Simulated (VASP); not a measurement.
Write the native input for VASP 6.6.1 that does the following.

```
Task                   : single point
Functional             : PBE
Potentials or basis    : VASP PAW PBE potentials, release 64 (Si, O)
Cutoff                 : 520 eV
k mesh                 : 6 × 6 × 8, shifted
Occupations            : gaussian, width 0.05 eV
Spin                   : no spin polarisation
Dipole correction      : no
Further INCAR settings : ALGO = Normal; EDIFF = 1e-06; NBANDS = 25; ISYM = 0
```

The structure of SiO2 lies in POSCAR:

```
SiO2
1.0
    4.1757954345      0.0000000000      0.0000000000
    0.0000000000      4.1757954345      0.0000000000
    0.0000000000      0.0000000000      2.6733030260
Si O
2 4
Direct
    0.0000000000      0.0000000000      0.0000000000
    0.5000000000      0.5000000000      0.5000000000
    0.3054628389      0.3054628389      0.0000000000
    0.1945371611      0.8054628389      0.5000000000
    0.6945371611      0.6945371611      0.0000000000
    0.8054628389      0.1945371611      0.5000000000
```

One way to write it, as run:

INCAR

```
SYSTEM = SiO2
PREC = Accurate ; ENCUT = 520
EDIFF = 1E-6 ; ISMEAR = 0
SIGMA = 0.05 ; LREAL = .False.
LASPH = .True. ; NELM = 80
ALGO = Normal ; ISIF = 2
LWAVE = .False. ; LCHARG = .True.
GGA = PE ; LELF = .True.
LVHAR = .True. ; ISYM = 0
NBANDS = 25
```

KPOINTS

```
Automatic mesh
0
Gamma
  6 6 8
  0.5 0.5 0.5
```

Potentials or basis: VASP PAW PBE potentials, release 64 (Si, O).

Run with:

```console
$ cat potpaw_PBE.64/Si/POTCAR potpaw_PBE.64/O/POTCAR > POTCAR
$ mpirun -np 1 vasp_std > vasp.out
```

Results of the run:

```yaml
Pressure: 10.2 GPa
Largest_force: 0.015 eV/Å
Band_gap_on_the_k_mesh: 6.11 eV
```

Caveat: the cell stands under pressure; a shifted mesh leaves out Γ, where band edges can lie.

Wall time 76 s on 1 thread of Intel(R) Xeon(R) Platinum 8559C (Emerald Rapids) (shared host), peak memory 0.24 GiB.
